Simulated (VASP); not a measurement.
Set up this calculation in VASP 6.6.1, as the native input.

- Task: single point
- Functional: PBE
- Potentials or basis: VASP PAW PBE potentials, release 64 (Na_pv, Sc_sv, Tl_d, P)
- Cutoff: 520 eV
- k mesh: 4 × 4 × 4
- Occupations: gaussian, width 0.2 eV
- Spin: no spin polarisation
- Dipole correction: no
- Further INCAR settings: ALGO = Normal; EDIFF = 1e-06; NBANDS = 40

The structure of Na3ScTlP3 lies in POSCAR:

```
Na3ScTlP3
1.0
    5.3464350173      0.0000000000      0.0000000000
    0.0000000000      5.3464350173      0.0000000000
    0.0000000000      0.0000000000      8.3510539074
Na Sc Tl P
3 1 1 3
Direct
    0.0000000000      0.5000000000      0.9376139275
    0.5000000000      0.0000000000      0.9376139275
    0.0000000000      0.0000000000      0.3050321866
    0.0000000000      0.0000000000      0.6787584191
    0.5000000000      0.5000000000      0.5534893778
    0.0000000000      0.5000000000      0.5694324887
    0.5000000000      0.0000000000      0.5694324887
    0.0000000000      0.0000000000      0.9760228039
```

The input as run:

INCAR

```
PREC = Accurate
ENCUT = 520
EDIFF = 1E-6
ISMEAR = 0
SIGMA = 0.2
LREAL = F
LASPH = T
NELM = 60
ALGO = Normal
ISIF = 2
LWAVE = F
LCHARG = T
GGA = PE
LELF = T
LVHAR = T
NBANDS = 40
```

KPOINTS

```
regular mesh
0
Gamma
  4 4 4
```

Potentials or basis: VASP PAW PBE potentials, release 64 (Na_pv, Sc_sv, Tl_d, P).

The run is started by

```sh
$ cat potpaw_PBE.64/Na_pv/POTCAR potpaw_PBE.64/Sc_sv/POTCAR potpaw_PBE.64/Tl_d/POTCAR potpaw_PBE.64/P/POTCAR > POTCAR
$ mpirun -np 1 vasp_std > vasp.out
```

It gave:

The pressure is 0.2 GPa, the largest force is 0.032 eV/Å and the band gap on the k mesh is zero (bands 30 and 31 overlap by 0.94 eV).

Caveat: spin-orbit coupling is left out, which moves the levels of the heavy elements.

Wall time 3.7 min on 1 thread of Intel(R) Xeon(R) Platinum 8259CL CPU @ 2.50GHz (Skylake/Cascade Lake), on a shared host, peak memory 0.42 GiB.
